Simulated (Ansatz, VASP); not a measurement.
**C in VASP and in Ansatz**

```
C
1.0
     0.00000    2.08944    3.26416
     1.20714    0.00000    3.26416
     1.20714    2.08944    0.00000
C
2
Cartesian
  1.2071 0.8439 3.2642
  1.2071 3.3350 3.2642
```

Alike in both runs: task single point; functional PBEsol; dispersion D3(BJ); k mesh 16 × 16 × 16; occupations gaussian, width 0.03 eV; no spin polarisation.

|  | VASP | Ansatz |
| --- | --- | --- |
| version | VASP 6.6.1 | Ansatz 0.2.0 |
| potentials or method | VASP PAW PBE potentials, release 64 (C), cutoff 520 eV | scalar-relativistic, plane waves, PAW |
| valence electrons in the cell | 8 | 8 |

|  | VASP | Ansatz | Ansatz less VASP |
| --- | --- | --- | --- |
| gap on the k mesh at the Fermi level (eV) | none | none | - |
| rms of the force components (eV/Å) | 5.359 | 5.365 | +0.0061 |

VASP's potentials were made for PBE, not for PBEsol, and Ansatz warns of the same on its side. Atom by atom the forces differ by 0.006 eV/Å (rms over components). A gap of «none» marks a metal or a gap that the smearing closes.
